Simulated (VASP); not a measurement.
Crystal: CoO.

```
Co O
1.0
     0.00000    2.08799    2.08799
     2.08799    0.00000    2.08799
     2.08799    2.08799    0.00000
Co O
1 1
Direct
  0.00000 0.00000 0.00000
  0.50000 0.50000 0.50000
```

Base run:

```yaml
Program: VASP 6.6.1
Functional: revPBE
Potentials_or_basis: VASP PAW PBE potentials, release 64 (Co, O)
Cutoff: 520 eV
k_mesh: 11 × 11 × 11
Occupations: fermi-dirac, width 0.05 eV
Spin: collinear spin, ferromagnetic start
Starting_moments: "[2.0, 0.0] μB"
```

Its results: pressure 13.7 GPa; net moment 2.76 μB per cell; site moments Co +2.46; O +0.26 μB.

**Question.** After a change of settings the same cell gave: pressure -14.5 GPa; net moment 2.33 μB per cell; site moments Co +2.08; O +0.21 μB. Which change was it?
A. functional from revPBE to PBEsol; further incar settings from ALGO = Normal; EDIFF = 1e-06; NBANDS = 18 to ALGO = Normal; EDIFF = 1e-07; NBANDS = 18
B. functional from revPBE to PBEsol; dispersion from none to D4
C. functional from revPBE to LDA; potentials or basis from VASP PAW PBE potentials, release 64 (Co, O) to VASP PAW LDA potentials, release 64 (Co, O)
D. potentials or basis from VASP PAW PBE potentials, release 64 (Co, O) to VASP PAW PBE potentials, release 64 (Co_sv, O); cutoff from 520 eV to 600 eV; further incar settings from ALGO = Normal; EDIFF = 1e-06; NBANDS = 18 to ALGO = Normal; EDIFF = 1e-06; NBANDS = 22; valence electrons from 15 to 23

**Answer.** C.

Caveats: a cell with one magnetic atom can't hold antiferromagnetic order, which such compounds often take; the PAW data sets were made with another functional, which shifts forces and pressure a little (some runs).
